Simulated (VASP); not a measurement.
Write the native input for VASP 6.6.1 that does the following.

```
Task                   : single point
Functional             : PBE
Potentials or basis    : VASP PAW PBE potentials, release 64 (B, N)
Cutoff                 : 600 eV
k mesh                 : 6 × 6 × 6
Occupations            : gaussian, width 0.01 eV
Spin                   : no spin polarisation
Dipole correction      : no
Further INCAR settings : ALGO = Normal; EDIFF = 1e-06; NBANDS = 11
```

The structure of BN lies in POSCAR:

```
BN
1.0
    1.2501241101      0.7217594915      3.2533304057
   -1.2501241101      0.7217594915      3.2533304057
    0.0000000000     -1.4435189830      3.2533304057
B N
1 1
Direct
    0.9996880830      0.9996880830      0.9996880830
    0.3327449170      0.3327449170      0.3327449170
```

These files were run (other wordings do the same):

INCAR

```
SYSTEM = BN
PREC = Accurate ; ENCUT = 600
EDIFF = 1E-6 ; ISMEAR = 0
SIGMA = 0.01 ; LREAL = .FALSE.
LASPH = .TRUE. ; NELM = 120
ALGO = Normal ; ISIF = 2
LWAVE = .FALSE. ; LCHARG = .FALSE.
GGA = PE ; NBANDS = 11
GGA_COMPAT = .FALSE.
```

KPOINTS

```
Automatic mesh
0
G
  6 6 6
  0 0 0
```

Potentials or basis: VASP PAW PBE potentials, release 64 (B, N).

Run with:

```sh
$ cat potpaw_PBE.64/B/POTCAR potpaw_PBE.64/N/POTCAR > POTCAR
$ mpirun -np 1 vasp_std > vasp.out
```

Results of the run:

```
Pressure               : 4.6 GPa
Largest force          : 0.008 eV/Å
Band gap on the k mesh : 4.22 eV, indirect (least direct gap 4.71 eV)
```

Caveat: the k points lie up to 0.50 Å⁻¹ apart.

It took 5.8 s on 1 thread of Intel(R) Xeon(R) 6975P-C (Granite Rapids), on a shared host, peak memory 0.14 GiB.
